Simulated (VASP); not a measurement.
# AlFe (Pm-3m) in VASP: settings compared

AlFe is run at these levels: PBEsol, PBE, RPBE, BLYP, r2SCAN; tasks: single point.

Everything below comes from runs of VASP 6.6.1. Logs are shortened: lines on timing, memory, paths and dates and some standing lists are left out, and cuts for length are marked.

### Step 1. The cell of the first run

It takes space group Pm-3m (No. 221, cubic). The conventional cell has a = 2.910 Å, b = 2.910 Å, c = 2.910 Å, α = 90.00°, β = 90.00°, γ = 90.00°. Al (site symmetry m-3m) has 8 Fe at 2.52 Å and 6 Al at 2.91 Å within 3.3 Å. Within 3.3 Å of Fe (site symmetry m-3m) lie 8 Al at 2.52 Å and 6 Fe at 2.91 Å.

### Step 2. Single point, PBEsol, collinear spin, ferromagnetic start

File INCAR:

```
SYSTEM = AlFe
  PREC = Accurate
  ENCUT = 520
  EDIFF = 1E-7
  ISMEAR = -1
  SIGMA = 0.15
  LREAL = .False.
  LASPH = .True.
  NELM = 150
  ALGO = Normal
  ISIF = 2
  LWAVE = .False.
  LCHARG = .False.
  ISPIN = 2
  MAGMOM = 0 2.4
  LORBIT = 11
  LMAXMIX = 4
  GGA = PS
  NBANDS = 16
```

File KPOINTS:

```
Automatic mesh
0
Gamma
  9 9 9
  0 0 0
```

File POSCAR:

```
AlFe
1.0
    2.9100000000      0.0000000000      0.0000000000
    0.0000000000      2.9100000000      0.0000000000
    0.0000000000      0.0000000000      2.9100000000
Al Fe
1 1
Direct
    0.0000000000      0.0000000000      0.0000000000
    0.5000000000      0.5000000000      0.5000000000
```

Potentials or basis: VASP PAW PBE potentials, release 64 (Al, Fe).

Started as:

```console
$ cat potpaw_PBE.64/Al/POTCAR potpaw_PBE.64/Fe/POTCAR > POTCAR
$ mpirun -np 1 vasp_std > vasp.out
```

OUTCAR:

```text
SYSTEM = AlFe
   PREC = Accurate
   ENCUT = 520
   EDIFF = 1E-7
   ISMEAR = -1
   LREAL = .False.
   LASPH = .True.
   NELM = 150
   ISIF = 2
   ISPIN = 2
   LORBIT = 11
   GGA = PS

 ion  position               nearest neighbor table
   1  0.000  0.000  0.000-   2 2.52   2 2.52   2 2.52   2 2.52   2 2.52   2 2.52   2 2.52   2 2.52

   2  0.500  0.500  0.500-   1 2.52   1 2.52   1 2.52   1 2.52   1 2.52   1 2.52   1 2.52   1 2.52

  LATTYP: Found a simple cubic cell.
 ALAT       =     2.9100000000

  Lattice vectors:

 A1 = (   2.9100000000,   0.0000000000,   0.0000000000)
 A2 = (   0.0000000000,   2.9100000000,   0.0000000000)
 A3 = (   0.0000000000,   0.0000000000,   2.9100000000)

Analysis of symmetry for initial positions (statically):
=====================================================================
 Subroutine PRICEL returns:
 Original cell was already a primitive cell.

 Routine SETGRP: Setting up the symmetry group for a
 simple cubic supercell.

 Subroutine GETGRP returns: Found 48 space group operations
 (whereof 48 operations were pure point group operations)
 out of a pool of 48 trial point group operations.

The static configuration has the point symmetry O_h .

Analysis of symmetry for dynamics (positions and initial velocities):
=====================================================================
 Subroutine PRICEL returns:
 Original cell was already a primitive cell.

 Routine SETGRP: Setting up the symmetry group for a
 simple cubic supercell.

 Subroutine GETGRP returns: Found 48 space group operations
 (whereof 48 operations were pure point group operations)
 out of a pool of 48 trial point group operations.

The dynamic configuration has the point symmetry O_h .

Analysis of structural, dynamic, and magnetic symmetry:
=====================================================================
 Subroutine PRICEL returns:
 Original cell was already a primitive cell.

 Routine SETGRP: Setting up the symmetry group for a
 simple cubic supercell.

 Subroutine GETGRP returns: Found 48 space group operations
 (whereof 48 operations were pure point group operations)
 out of a pool of 48 trial point group operations.

The overall configuration has the point symmetry O_h .

 Subroutine INISYM returns: Found 48 space group operations
 (whereof 48 operations are pure point group operations),
 and found     1 'primitive' translations

----------------------------------------------------------------------------------------

                                     Primitive cell

  volume of cell :      24.6422

  direct lattice vectors                    reciprocal lattice vectors
     2.910000000  0.000000000  0.000000000     0.343642612  0.000000000  0.000000000
     0.000000000  2.910000000  0.000000000     0.000000000  0.343642612  0.000000000
     0.000000000  0.000000000  2.910000000     0.000000000  0.000000000  0.343642612

  length of vectors
     2.910000000  2.910000000  2.910000000     0.343642612  0.343642612  0.343642612

  position of ions in fractional coordinates (direct lattice)
     0.000000000  0.000000000  0.000000000
     0.500000000  0.500000000  0.500000000

  ion indices of the primitive-cell ions
   primitive index   ion index
                 1           1
                 2           2

----------------------------------------------------------------------------------------

 KPOINTS: Automatic mesh

Automatic generation of k-mesh.
 Grid dimensions read from file:
 generate k-points for:    9    9    9

 Generating k-lattice:

  Cartesian coordinates                     Fractional coordinates (reciprocal lattice)
     0.038182512  0.000000000  0.000000000     0.111111111  0.000000000  0.000000000
     0.000000000  0.038182512  0.000000000     0.000000000  0.111111111  0.000000000
     0.000000000  0.000000000  0.038182512     0.000000000  0.000000000  0.111111111

  Length of vectors
     0.038182512  0.038182512  0.038182512

  Shift w.r.t. Gamma in fractional coordinates (k-lattice)
     0.000000000  0.000000000  0.000000000

 Subroutine IBZKPT returns following result:
 ===========================================

 Found     35 irreducible k-points:

 Following reciprocal coordinates:
            Coordinates               Weight
  0.000000  0.000000  0.000000      1.000000
  0.111111  0.000000  0.000000      6.000000
  0.222222  0.000000  0.000000      6.000000
  0.333333  0.000000  0.000000      6.000000
  0.444444  0.000000  0.000000      6.000000
  0.111111  0.111111  0.000000     12.000000
[... 16 lines left out ...]
  0.333333  0.333333  0.111111     24.000000
  0.444444  0.333333  0.111111     48.000000
 [... further k-points ...]
   k-points           NKPTS =     35   k-points in BZ     NKDIM =     35   number of bands    NBANDS=     16
   number of dos      NEDOS =    301   number of ions     NIONS =      2
   total plane-waves  NPLWV =  13824
   dimension x,y,z NGX =    24 NGY =   24 NGZ =   24
   dimension x,y,z NGXF=    48 NGYF=   48 NGZF=   48
   ions per type =               1   1
   NGX,Y,Z   is equivalent  to a cutoff of  13.71, 13.71, 13.71 a.u.
   NGXF,Y,Z  is equivalent  to a cutoff of  27.42, 27.42, 27.42 a.u.
 SYSTEM =  AlFe
   PREC   = accura    normal or accurate (medium, high low for compatibility)
   ISTART =      0    job   : 0-new  1-cont  2-samecut
   ICHARG =      2    charge: 1-file 2-atom 10-const
   ISPIN  =      2    spin polarized calculation?
   LNONCOLLINEAR =      F non collinear calculations
   LSORBIT =      F    spin-orbit coupling
   LASPH  =      T    aspherical Exc in radial PAW
   ENCUT  =  520.0 eV  38.22 Ry    6.18 a.u.   5.41  5.41  5.41*2*pi/ulx,y,z
   NELM   =    150;   NELMIN=  2; NELMDL= -5     # of ELM steps
   EDIFF  = 0.1E-06   stopping-criterion for ELM
   LREAL  =      F    real-space projection
   EDIFFG = 0.1E-05   stopping-criterion for IOM
   NSW    =      0    number of steps for IOM
   IBRION =     -1    ionic relax: 0-MD 1-quasi-New 2-CG
   NFREE  =      0    steps in history (QN), initial steepest desc. (CG)
   ISIF   =      2    stress and relaxation
   ISYM   =      2    0-nonsym 1-usesym 2-fastsym
   POTIM  = 0.5000    time-step for ionic-motion
   TEBEG  =    0.0;   TEEND  =   0.0 temperature during run
   PSTRESS=    0.0 pullay stress
   NELECT =      11.0000    total number of electrons
   NUPDOWN=      -1.0000    fix difference up-down
   EMIN   =  10.00;   EMAX   =-10.00  energy-range for DOS
   EFERMI =   0.00;   METHOD = LEGACY
   ISMEAR =    -1;   SIGMA  =   0.15  broadening in eV -4-tet -1-fermi 0-gaus
   EFERMI_NEDOS =   21; number of points for ismear=-14 and -15
   IALGO  =     38    algorithm
   IMIX   =      4    mixing-type and parameters
     AMIX     =   0.40;   BMIX     =  1.00
     AMIX_MAG =   1.60;   BMIX_MAG =  1.00
  volume/ion in A,a.u.               =      12.32        83.15
  Fermi-wavevector in a.u.,A,eV,Ry     =   1.251160  2.364349 21.298567  1.565401
  Thomas-Fermi vector in A             =   2.385120
   LORBIT       =     11    0 simple, 1 ext, 2 COOP (PROOUT), +10 PAW based schemes
   GGA     = PS    functional components
   LHFCALC =     F    Hartree Fock is set to
   AEXX    =    0.0000 exact exchange contribution
   IVDW    =     0    specifies the selected vdW correction
   LEPSILON=     F    determine dielectric tensor
   LRPA    =     F    only Hartree local field effects (RPA)
 spin polarized calculation
  energy-cutoff  :      520.00
  volume of cell :       24.64
 maximum number of plane-waves:       691
 NGX is ok and might be reduce to    24
   NGX = 11   NGY = 11   NGZ = 11

 number of electron      10.9999994 magnetization       0.6616393

 Free energy of the ion-electron system (eV)
  ---------------------------------------------------
  ext. energy  EPLUGINS =         0.00000000
  ---------------------------------------------------
  free energy    TOTEN  =       -13.76070061 eV

  energy without entropy =      -13.59097952  energy(sigma->0) =      -13.67584007

 E-fermi :   7.5807     XC(G=0): -12.0828

 val. band max:        7.5717762836   @ k =   0.1111   0.1111   0.1111
 cond. band min:       7.5923199571   @ k =   0.4444   0.2222   0.2222
 fundamental gap:      0.0205436735
 Fermi energy:         7.5807234403

 spin component 1

 k-point     1 :       0.0000    0.0000    0.0000
  band No.  band energies     occupation
      1      -2.6797      1.00000
      2       5.1099      1.00000
      3       5.1099      1.00000
      4       7.1854      0.93309
      5       7.1855      0.93309
      6       7.1855      0.93309
[... 8 lines left out ...]
     15      28.8007      0.00000
     16      30.7612      0.00000

 k-point     2 :       0.1111    0.0000    0.0000
  band No.  band energies     occupation
      1      -2.4545      1.00000
      2       5.0822      1.00000
      3       5.1733      1.00000
      4       7.0584      0.97018
      5       7.0584      0.97018
      6       7.1988      0.92733
[... 8 lines left out ...]
     15      28.6761      0.00000
     16      28.7896      0.00000

 k-point     3 :       0.2222    0.0000    0.0000
  band No.  band energies     occupation
      1      -1.7889      1.00000
      2       4.8259      1.00000
      3       5.3395      1.00000
      4       6.7668      0.99562
      5       6.7668      0.99562
      6       7.2326      0.91057
[... 8 lines left out ...]
     15      26.4289      0.00000
     16      28.3718      0.00000
[... 362 lines left out ...]
 k-point    23 :       0.3333    0.3333    0.1111
  band No.  band energies     occupation
      1       1.1713      1.00000
      2       4.5602      1.00000
      3       5.1859      1.00000
      4       6.1545      0.99993
      5       6.5971      0.99858
      6       6.7034      0.99712
[... 8 lines left out ...]
     15      27.9965      0.00000
     16      28.0206      0.00000

 k-point    24 :       0.4444    0.3333    0.1111
  band No.  band energies     occupation
      1       2.1807      1.00000
      2       3.8947      1.00000
      3       5.3309      1.00000
      4       6.0084      0.99997
      5       6.7023      0.99715
      6       6.8285      0.99341
[... 8 lines left out ...]
     15      27.5914      0.00000
     16      28.6735      0.00000

 [... further k-points ...]

 spin component 2

 k-point     1 :       0.0000    0.0000    0.0000
  band No.  band energies     occupation
      1      -2.6659      1.00000
      2       5.4898      1.00000
      3       5.4898      1.00000
      4       7.9431      0.08198
      5       7.9431      0.08198
      6       7.9431      0.08198
[... 8 lines left out ...]
     15      28.8446      0.00000
     16      30.7531      0.00000

 k-point     2 :       0.1111    0.0000    0.0000
  band No.  band energies     occupation
      1      -2.4408      1.00000
      2       5.4402      1.00000
      3       5.5591      1.00000
      4       7.7973      0.19091
      5       7.7973      0.19091
      6       7.9578      0.07491
[... 8 lines left out ...]
     15      28.7108      0.00000
     16      28.8261      0.00000

 k-point     3 :       0.2222    0.0000    0.0000
  band No.  band energies     occupation
      1      -1.7756      1.00000
      2       5.0940      1.00000
      3       5.7416      1.00000
      4       7.4700      0.67658
      5       7.4700      0.67658
      6       7.9952      0.05935
[... 8 lines left out ...]
     15      26.5067      0.00000
     16      28.4349      0.00000
[... 362 lines left out ...]
 k-point    23 :       0.3333    0.3333    0.1111
  band No.  band energies     occupation
      1       1.2087      1.00000
      2       4.8874      1.00000
      3       5.3885      1.00000
      4       6.6517      0.99796
      5       7.2227      0.91584
      6       7.3481      0.82502
[... 8 lines left out ...]
     15      27.9583      0.00000
     16      28.1170      0.00000

 k-point    24 :       0.4444    0.3333    0.1111
  band No.  band energies     occupation
      1       2.2683      1.00000
      2       4.0445      1.00000
      3       5.6580      1.00000
      4       6.4381      0.99951
      5       7.3423      0.83058
      6       7.4111      0.75600
[... 8 lines left out ...]
     15      27.7370      0.00000
     16      28.6821      0.00000

 [... further k-points ...]
[... 5 lines left out ...]
  --------------------------------------------------------------------------------------
  -------------------------------------------------------------------------------------
  Total       -1.6006805     -1.6006805     -1.6006805     -0.0000000     -0.0000000      0.0000000
  in kB     -104.0725676   -104.0725676   -104.0725676     -0.0000000     -0.0000000      0.0000000
  external PRESSURE =    -104.0725676 kB  Pullay stress =       0.0000000 kB

 VOLUME and BASIS-vectors are now :
 -----------------------------------------------------------------------------
  energy-cutoff  :      520.00
  volume of cell :       24.64
      direct lattice vectors                 reciprocal lattice vectors
     2.910000000  0.000000000  0.000000000     0.343642612  0.000000000  0.000000000
     0.000000000  2.910000000  0.000000000     0.000000000  0.343642612  0.000000000
     0.000000000  0.000000000  2.910000000     0.000000000  0.000000000  0.343642612

 POSITION                                       TOTAL-FORCE (eV/Angst)
 -----------------------------------------------------------------------------------
      0.00000      0.00000      0.00000         0.000000      0.000000      0.000000
      1.45500      1.45500      1.45500         0.000000      0.000000      0.000000
 -----------------------------------------------------------------------------------
    total drift:                                0.000000     -0.000000     -0.000000

  FREE ENERGIE OF THE ION-ELECTRON SYSTEM (eV)
  ---------------------------------------------------
  free  energy   TOTEN  =       -13.7607006091 eV

  energy  without entropy=      -13.5909795214  energy(sigma->0) =      -13.67584007

 total charge

# of ion       s       p       d       tot
------------------------------------------
    1        0.394   0.419   0.000   0.814
    2        0.420   0.477   6.457   7.355
--------------------------------------------------
tot          0.815   0.897   6.457   8.168

 magnetization (x)

# of ion       s       p       d       tot
------------------------------------------
    1       -0.007  -0.014   0.000  -0.021
    2       -0.001   0.004   0.696   0.700
--------------------------------------------------
tot         -0.008  -0.010   0.696   0.678
```

Run time: 14 s. Hardware: 1 thread of AMD EPYC 9R45 (Zen 5), shared host; peak memory 0.13 GiB.

Results:

```yaml
Free_energy: -13.7607 eV
Pressure: -10.4 GPa
Net_moment: 0.66 μB per cell
Site_moments: Al -0.02; Fe +0.70 μB
Valence_electrons_inside_the_program's_atomic_spheres: Al 0.81; Fe 7.36
```

Levels at points of the mesh, in eV from the Fermi level:
Spin up:
```
           k point  band 2  band 3  band 4  band 5  band 6  band 7  band 8  band 9  band 10  band 11
(0.00, 0.00, 0.00)   -2.47   -2.47   -0.40   -0.40   -0.40    6.08    6.08    6.08     9.07     9.07
```
Spin down:
```tsv
k point	band 1	band 2	band 3	band 4	band 5	band 6	band 7	band 8	band 9	band 10
(0.00, 0.00, 0.00)	-10.25	-2.09	-2.09	0.36	0.36	0.36	6.11	6.11	6.11	9.17
```

Caveat: the PAW data sets were made with another functional, which shifts forces and pressure a little.

### Step 3. Single point, PBE, collinear spin, ferromagnetic start

File INCAR:

```
SYSTEM = AlFe
PREC = Accurate ; ENCUT = 520
EDIFF = 1E-6 ; ISMEAR = -1
SIGMA = 0.15 ; LREAL = .False.
LASPH = .True. ; NELM = 150
ALGO = Normal ; ISIF = 2
LWAVE = .False. ; LCHARG = .True.
ISPIN = 2 ; MAGMOM = 0 2.4
LORBIT = 11 ; LMAXMIX = 4
GGA = PE ; LELF = .True.
LVHAR = .True. ; NBANDS = 16
```

KPOINTS is that of step 2.

POSCAR is that of step 2.

Potentials or basis: VASP PAW PBE potentials, release 64 (Al, Fe).

Started as:

```console
$ cat potpaw_PBE.64/Al/POTCAR potpaw_PBE.64/Fe/POTCAR > POTCAR
$ mpirun -np 1 vasp_std > vasp.out
```

Run time: 15 s. Hardware: 1 thread of AMD EPYC 9R45 (Zen 5), shared host; peak memory 0.13 GiB.

It converged, with:

```
Free energy                                           : -12.7177 eV
Pressure                                              : -5.5 GPa
Net moment                                            : 0.67 μB per cell
Site moments                                          : Al -0.02; Fe +0.71 μB
Valence electrons inside the program's atomic spheres : Al 0.81; Fe 7.34
```

Levels at points of the mesh, in eV from the Fermi level:
Spin up:
```tsv
k point	band 2	band 3	band 4	band 5	band 6	band 7	band 8	band 9	band 10	band 11
(0.00, 0.00, 0.00)	-2.44	-2.44	-0.43	-0.43	-0.43	6.08	6.08	6.08	9.07	9.07
```
Spin down:
| k point | band 1 | band 2 | band 3 | band 4 | band 5 | band 6 | band 7 | band 8 | band 9 | band 10 |
| --- | --- | --- | --- | --- | --- | --- | --- | --- | --- | --- |
| (0.00, 0.00, 0.00) | -10.26 | -2.08 | -2.08 | 0.36 | 0.36 | 0.36 | 6.10 | 6.10 | 6.10 | 9.13 |

### Step 4. Single point, RPBE, collinear spin, ferromagnetic start

File INCAR:

```
ALGO = Normal ; EDIFF = 1E-6
ENCUT = 520 ; GGA = RP
ISIF = 2 ; ISMEAR = -1
ISPIN = 2 ; LASPH = True
LCHARG = False ; LMAXMIX = 4
LORBIT = 11 ; LREAL = False
LWAVE = False ; MAGMOM = 0 2.4
NBANDS = 16 ; NELM = 150
PREC = Accurate ; SIGMA = 0.15
```

File KPOINTS:

```
k-points
0
Gamma
  9 9 9
```

POSCAR is that of step 3.

Started as:

```console
$ cat potpaw_PBE.64/Al/POTCAR potpaw_PBE.64/Fe/POTCAR > POTCAR
$ mpirun -np 1 vasp_std > vasp.out
```

Run time: 16 s. Hardware: 1 thread of AMD EPYC 9R45 (Zen 5), shared host; peak memory 0.13 GiB.

The run converged. Its results:

```
Free energy                                           : -11.9317 eV
Pressure                                              : -1.8 GPa
Net moment                                            : 0.69 μB per cell
Site moments                                          : Al -0.03; Fe +0.74 μB
Valence electrons inside the program's atomic spheres : Al 0.82; Fe 7.33
```

Levels at points of the mesh, in eV from the Fermi level:
Spin up:
```csv
k point,band 4,band 5,band 6,band 7,band 8,band 9
"(0.00, 0.00, 0.00)",-0.47,-0.47,-0.47,6.10,6.10,6.10
```
Spin down:
| k point | band 3 | band 4 | band 5 | band 6 | band 7 | band 8 |
| --- | --- | --- | --- | --- | --- | --- |
| (0.00, 0.00, 0.00) | -2.08 | 0.37 | 0.37 | 0.37 | 6.11 | 6.11 |

Caveat: the PAW data sets were made with another functional, which shifts forces and pressure a little.

(Continued in part 2 of 2.)
